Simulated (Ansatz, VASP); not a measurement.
BN: VASP beside Ansatz

```
CELL_PARAMETERS angstrom
2.46765 0.00000 0.00000
-1.23382 2.13705 0.00000
0.00000 0.00000 4.14463
ATOMIC_POSITIONS crystal
B 0.66667 0.33333 0.99980
B 0.33333 0.66667 0.49980
N 0.66667 0.33333 0.62520
N 0.33333 0.66667 0.12520
```

Change from the starting cell: strain -0.030 along x and y, -0.015 along z, atoms carried along.

Alike in both runs: task single point; functional r2SCAN; k mesh 12 × 12 × 6; occupations gaussian, width 0.05 eV; no spin polarisation.

|  | VASP | Ansatz |
| --- | --- | --- |
| version | VASP 6.6.1 | Ansatz 0.2.0 |
| potentials or method | VASP PAW PBE potentials, release 64 (B, N), cutoff 520 eV | scalar-relativistic, plane waves, PAW |
| valence electrons in the cell | 16 | 16 |

VASP gave:

```
gap on the k mesh at the Fermi level (eV)                     : 5.53
least direct gap on the mesh (eV)                             : 9.22
pressure (GPa)                                                : 35.7
traceless stress, the component that is largest in VASP (GPa) : -12.09
rms of the force components (eV/Å)                            : 0.070
```

Estimate Ansatz's values.

gap on the k mesh at the Fermi level (eV): 5.58; least direct gap on the mesh (eV): 9.25; pressure (GPa): 34.3; traceless stress, the component that is largest in VASP (GPa): -12.04; rms of the force components (eV/Å): 0.066.

VASP's potentials were made for PBE, not for r2SCAN. Atom by atom the forces differ by 0.004 eV/Å (rms over components). Both programs put the cell under a high pressure, so it lies far from rest at this level. The functional is the same, so the differences come from potentials, cutoffs and numerics.
